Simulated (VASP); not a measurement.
Input of a VASP 6.6.1 run:

Contents of INCAR:

```
SYSTEM = GaN
PREC = Accurate
ENCUT = 520
EDIFF = 1E-6
ISMEAR = 0
SIGMA = 0.01
LREAL = .FALSE.
LASPH = .TRUE.
NELM = 80
ALGO = Normal
ISIF = 2
LWAVE = .FALSE.
LCHARG = .FALSE.
GGA = PE
NBANDS = 16
```

KPOINTS

```
regular mesh
0
G
  4 4 4
  0 0 0
```

File POSCAR:

```
GaN
1.0
    0.0000000000      2.2489526240      2.2489526240
    2.2489526240      0.0000000000      2.2489526240
    2.2489526240      2.2489526240      0.0000000000
Ga N
1 1
Direct
    0.0000000000      0.0000000000      0.0000000000
    0.7500000000      0.7500000000      0.7500000000
```

Potentials or basis: VASP PAW PBE potentials, release 64 (Ga_d, N).

The run is started by

```console
$ cat potpaw_PBE.64/Ga_d/POTCAR potpaw_PBE.64/N/POTCAR > POTCAR
$ mpirun -np 1 vasp_std > vasp.out
```

Task: Estimate the band gap on the k mesh.

Result: 1.74 eV.

Task: What does it give for the pressure?

Result: 6.2 GPa.

Caveat: the k points lie up to 0.60 Å⁻¹ apart.
